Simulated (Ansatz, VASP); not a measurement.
Ti in VASP and in Ansatz

```
Ti
1.0
     2.93858    0.00000    0.00000
    -1.46929    2.54489    0.00000
     0.00000    0.00000    4.65043
Ti
2
Direct
  0.33333 0.66667 0.25000
  0.66667 0.33333 0.75000
```

Alike in both runs: functional PBE; k mesh 18 × 18 × 10; occupations gaussian, width 0.1 eV; no spin polarisation.

Ansatz relaxed the structure, and its values are those at the end. VASP's run is a single point on that final structure, the one shown.

```csv
,VASP,Ansatz
version,VASP 6.6.1,Ansatz 0.2.0
potentials or method,"VASP PAW PBE potentials, release 64 (Ti_sv), cutoff 520 eV","scalar-relativistic, plane waves, PAW"
valence electrons in the cell,24,24
```

|  | VASP | Ansatz | Ansatz less VASP |
| --- | --- | --- | --- |
| gap on the k mesh at the Fermi level (eV) | none | none | - |
| pressure (GPa) | -0.6 | 0.0 | +0.64 |

A gap of «none» marks a metal or a gap that the smearing closes.
